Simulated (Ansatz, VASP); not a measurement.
# One calculation of ZnAu, two programs

INCAR

```
SYSTEM = ZnAu
PREC     = Accurate       ! precision mode
ENCUT    = 520            ! plane-wave cutoff, eV
EDIFF    = 1E-6           ! SCF threshold, eV
ISMEAR   = -1             ! smearing method
SIGMA    = 0.1            ! smearing width, eV
LREAL    = .False.        ! projectors in reciprocal space
LASPH    = .True.         ! aspherical terms in the spheres
NELM     = 100            ! most SCF steps
ALGO     = Fast           ! electronic algorithm
ISIF     = 2              ! what is computed and relaxed
LWAVE    = .False.        ! write WAVECAR
LCHARG   = .True.         ! write CHGCAR
GGA      = PE             ! functional
LELF     = .True.         ! ELF
LVHAR    = .True.       
NBANDS   = 18             ! bands
```

Contents of KPOINTS:

```
Automatic mesh
0
Gamma
  8 8 8
  0 0 0
```

File POSCAR:

```
ZnAu
1.0
    3.1500525100      0.0000000000      0.0000000000
    0.0000000000      3.1500525100      0.0000000000
    0.0000000000      0.0000000000      3.1500525100
Zn Au
1 1
Direct
    0.5000000000      0.5000000000      0.5000000000
    0.0000000000      0.0000000000      0.0000000000
```

Input for Ansatz:

```yaml
crystal:
  lattice:
    - [3.15005251, 0.0, 0.0]
    - [0.0, 3.15005251, 0.0]
    - [0.0, 0.0, 3.15005251]
  atoms:
    - { symbol: Zn, position: [0.5, 0.5, 0.5] }
    - { symbol: Au, position: [0.0, 0.0, 0.0] }
basis:
  ecutwfc: 420
kpoints:
  mp_grid: { grid: [8, 8, 8] }
hamiltonian:
  xc: pbe
scf:
  occupations: { method: fermi_dirac }
output:
  forces: true
  stress: true
  eigenvalues: true
```

Alike in both runs: task single point; functional PBE; k mesh 8 × 8 × 8; no spin polarisation.

|  | VASP | Ansatz |
| --- | --- | --- |
| version | VASP 6.6.1 | Ansatz 0.2.0 |
| potentials or method | VASP PAW PBE potentials, release 64 (Zn, Au), cutoff 520 eV | scalar-relativistic, plane waves, PAW |
| occupations | fermi-dirac, width 0.1 eV | fermi-dirac |
| valence electrons in the cell | 23 | 31 |

|  | VASP | Ansatz | Ansatz less VASP |
| --- | --- | --- | --- |
| gap on the k mesh at the Fermi level (eV) | none | none | - |
| pressure (GPa) | 4.7 | 4.6 | -0.07 |

A gap of «none» marks a metal or a gap that the smearing closes. VASP's potentials hold 23 valence electrons a cell and Ansatz's 31, so a difference there can come from the potentials and not from the codes.

Neither program's run includes spin-orbit coupling.
